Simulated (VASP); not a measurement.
Input of a VASP 6.6.1 run:

POSCAR

```
AlRu
1.0
    3.1502478974      0.0000000000      0.0000000000
    0.0000000000      2.8150009142      0.0000000000
    0.0000000000      0.0000000000      2.9826244058
Al Ru
1 1
Direct
    0.0000000000      0.0000000000      0.0000000000
    0.5000000000      0.5000000000      0.5000000000
```

The input INCAR.step1:

```
PREC = Accurate
ENCUT = 520
ISMEAR = 0
SIGMA = 0.15
LREAL = False
LASPH = True
NELM = 80
NBANDS = 16
GGA = PE
ALGO = Normal
EDIFF = 1E-4
LWAVE = True
LCHARG = False
```

INCAR.step2

```
PREC = Accurate
ENCUT = 520
EDIFF = 1E-7
ISMEAR = 0
SIGMA = 0.15
LREAL = False
LASPH = True
NELM = 80
ALGO = Normal
ISIF = 2
LWAVE = False
LCHARG = False
METAGGA = R2SCAN
LMIXTAU = True
NBANDS = 16
ISTART = 1
```

Contents of KPOINTS:

```
regular mesh
0
Gamma
  20 20 20
```

Potentials or basis: VASP PAW PBE potentials, release 64 (Al, Ru_pv).

Launch:

```sh
$ cat potpaw_PBE.64/Al/POTCAR potpaw_PBE.64/Ru_pv/POTCAR > POTCAR
$ cp INCAR.step1 INCAR
$ mpirun -np 1 vasp_std > vasp.out
$ cp INCAR.step2 INCAR
$ mpirun -np 1 vasp_std > vasp.out
```

(1) Predict the band gap on the k mesh.

(2) Estimate the pressure.

## Answers

(1) zero (an odd number of electrons rules out a gap without spin polarisation).

(2) 2.0 GPa.

Caveat: the cell differs from its parent crystal (strain +0.0562 x Voigt [1, -1, 0, 0, 0, 0]); the stress differs along the axes, from -9 to 14 GPa; the PAW data sets were made with another functional, which shifts forces and pressure a little.
